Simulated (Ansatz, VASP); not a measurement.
**C: VASP beside Ansatz**

```xyz
2
Lattice="0.0000 1.7858 1.7858 1.7858 0.0000 1.7858 1.7858 1.7858 0.0000" Properties=species:S:1:pos:R:3 pbc="T T T"
C     0.0000    0.0000    0.0000
C     0.8929    0.8929    0.8929
```

Alike in both runs: functional PBE; k mesh 12 × 12 × 12; occupations gaussian, width 0.02 eV; no spin polarisation.

Ansatz relaxed the structure, and its values are those at the end. VASP's run is a single point on that final structure, the one shown.

|  | VASP | Ansatz |
| --- | --- | --- |
| version | VASP 6.6.1 | Ansatz 0.2.0 |
| potentials or method | VASP PAW PBE potentials, release 64 (C), cutoff 600 eV | scalar-relativistic, all-electron LAPW |

```tsv
	VASP	Ansatz	Ansatz less VASP
gap on the k mesh at the Fermi level (eV)	4.14	4.15	+0.008
least direct gap on the mesh (eV)	5.58	5.59	+0.010
pressure (GPa)	0.0	0.0	-0.02
```

Ansatz ran all-electron here, and VASP with PAW potentials.
